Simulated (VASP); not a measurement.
YZn, 2 atoms in the cell. The structure is cubic, space group Pm-3m (No. 221). The conventional cell has a = 3.675 Å, b = 3.675 Å, c = 3.675 Å, α = 90.00°, β = 90.00°, γ = 90.00°. Within 4.2 Å of Y (site symmetry m-3m) lie 8 Zn at 3.18 Å and 6 Y at 3.67 Å. Zn (site symmetry m-3m) has 8 Y at 3.18 Å and 6 Zn at 3.67 Å within 4.2 Å. 

| Item | Value |
| --- | --- |
| Program | VASP 6.6.1 |
| Task | single point |
| Functional | PBEsol |
| Potentials or basis | VASP PAW PBE potentials, release 64 (Y_sv, Zn) |
| Cutoff | 520 eV |
| k mesh | 7 × 7 × 7 |
| Occupations | fermi-dirac, width 0.1 eV |
| Spin | no spin polarisation |
| Dipole correction | no |
| Further INCAR settings | ALGO = Normal; EDIFF = 1e-06; NBANDS = 18 |

Potentials or basis: VASP PAW PBE potentials, release 64 (Y_sv, Zn).

Launch:

```bash
$ cat potpaw_PBE.64/Y_sv/POTCAR potpaw_PBE.64/Zn/POTCAR > POTCAR
$ mpirun -np 1 vasp_std > vasp.out
```

Hardware: 1 thread of Intel(R) Xeon(R) Platinum 8559C (Emerald Rapids) (shared host).

Task: How long does it take, and how much memory?

Result: It took 9.8 s on 1 thread of Intel(R) Xeon(R) Platinum 8559C (Emerald Rapids), with other jobs on the host, peak memory 0.17 GiB. Counts: scf iterations 13, k points 20.
